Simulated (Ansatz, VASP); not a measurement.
# Two plane-wave programs on Os

```
CELL_PARAMETERS angstrom
0.00000 2.73633 2.73633
2.73633 0.00000 2.73633
2.73633 2.73633 0.00000
ATOMIC_POSITIONS crystal
Os 0.12500 0.12500 0.12500
Os 0.87500 0.87500 0.87500
```

Alike in both runs: task single point; functional LDA; k mesh 11 × 11 × 11; occupations fermi-dirac, width 0.1 eV; no spin polarisation.

```csv
,VASP,Ansatz
version,VASP 6.6.1,Ansatz 0.2.0
potentials or method,"VASP PAW LDA potentials, release 64 (Os), cutoff 520 eV","plane waves (420 eV) with PAW, scalar-relativistic"
valence electrons in the cell,16,32
```

```csv
,VASP,Ansatz,Ansatz less VASP
pressure (GPa),-1.5,0.0,+1.48
```

Ansatz warns that its potentials were made for another functional, while VASP's fit it. LDA's correlation is that of Perdew and Zunger in VASP and of Perdew and Wang (1992) in Ansatz. VASP's potentials hold 16 valence electrons a cell and Ansatz's 32, so a difference there can come from the potentials and not from the codes.

Neither program's run includes spin-orbit coupling.
